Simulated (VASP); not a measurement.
Write the native input for VASP 6.6.1 that does the following.

| Item | Value |
| --- | --- |
| Task | single point |
| Functional | LDA |
| Potentials or basis | VASP PAW LDA potentials, release 64 (Ta_pv) |
| Cutoff | 520 eV |
| k mesh | 12 × 12 × 8 |
| Occupations | gaussian, width 0.15 eV |
| Spin | no spin polarisation |
| Dipole correction | no |
| Further INCAR settings | ALGO = Fast; EDIFF = 1e-07; NBANDS = 18 |

The structure of Ta lies in POSCAR:

```
Ta
1.0
    2.8385205513      0.0000000000      0.0000000000
   -1.4192602757      2.4582309066      0.0000000000
    0.0000000000      0.0000000000      5.0658835747
Ta
2
Direct
    0.6666666667      0.3333333333      0.7500000000
    0.3333333333      0.6666666667      0.2500000000
```

This isn't the form of Ta at room conditions, which is bcc.

These files were run (other wordings do the same):

INCAR

```
PREC = Accurate ; ENCUT = 520
EDIFF = 1E-7 ; ISMEAR = 0
SIGMA = 0.15 ; LREAL = False
LASPH = True ; NELM = 100
ALGO = Fast ; ISIF = 2
LWAVE = False ; LCHARG = False
NBANDS = 18
```

KPOINTS

```
regular mesh
0
Gamma
  12 12 8
```

Potentials or basis: VASP PAW LDA potentials, release 64 (Ta_pv).

The run is started by

```sh
$ cat potpaw_LDA.64/Ta_pv/POTCAR > POTCAR
$ mpirun -np 1 vasp_std > vasp.out
```

It gave:

```
Pressure               : 0.6 GPa
Band gap on the k mesh : zero (bands 11 and 12 overlap by 2.64 eV)
```

Caveat: spin-orbit coupling is left out, which moves the levels of the heavy elements.

Run time: 21 s on 1 thread of Intel(R) Xeon(R) 6975P-C (Granite Rapids), on a shared host, peak memory 0.17 GiB.
